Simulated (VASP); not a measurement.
Here is a VASP 6.6.1 calculation.

The input INCAR:

```
PREC = Accurate
ENCUT = 520
EDIFF = 1E-6
ISMEAR = 0
SIGMA = 0.05
LREAL = F
LASPH = T
NELM = 60
ALGO = Normal
ISIF = 2
LWAVE = F
LCHARG = F
LDIPOL = T
IDIPOL = 3
DIPOL = 0.5 0.5 0.500
GGA = PE
NBANDS = 52
```

Contents of KPOINTS:

```
regular mesh
0
Gamma
  7 7 1
```

File POSCAR:

```
Ga5P4
1.0
    3.8926748890      0.0000000000      0.0000000000
    0.0000000000      3.8926748890      0.0000000000
    0.0000000000      0.0000000000     26.0101472439
Ga P
5 4
Direct
    0.5000000000      0.5000000000      0.2883490020
    0.0000000000      0.0000000000      0.3941745010
    0.5000000000      0.5000000000      0.5000000000
    0.0000000000      0.0000000000      0.6058254990
    0.5000000000      0.5000000000      0.7116509980
    0.5000000000      0.0000000000      0.3412617515
    0.0000000000      0.5000000000      0.4470872505
    0.5000000000      0.0000000000      0.5529127495
    0.0000000000      0.5000000000      0.6587382485
```

Potentials or basis: VASP PAW PBE potentials, release 64 (Ga_d, P).

Command:

```console
$ cat potpaw_PBE.64/Ga_d/POTCAR potpaw_PBE.64/P/POTCAR > POTCAR
$ mpirun -np 1 vasp_std > vasp.out
```

Question: Predict the band gap on the k mesh.

Answer: Zero (an odd number of electrons rules out a gap without spin polarisation).

Question: Estimate the largest force.

Answer: 0.735 eV/Å.

Forces in eV/Å, atoms in the order of the input:
```
Ga   0.000  0.000 -0.735
Ga   0.000  0.000  0.135
Ga   0.000  0.000  0.000
Ga   0.000  0.000 -0.135
Ga   0.000  0.000  0.735
P    0.000  0.000  0.602
P    0.000  0.000 -0.025
P    0.000  0.000  0.025
P    0.000  0.000 -0.602
```
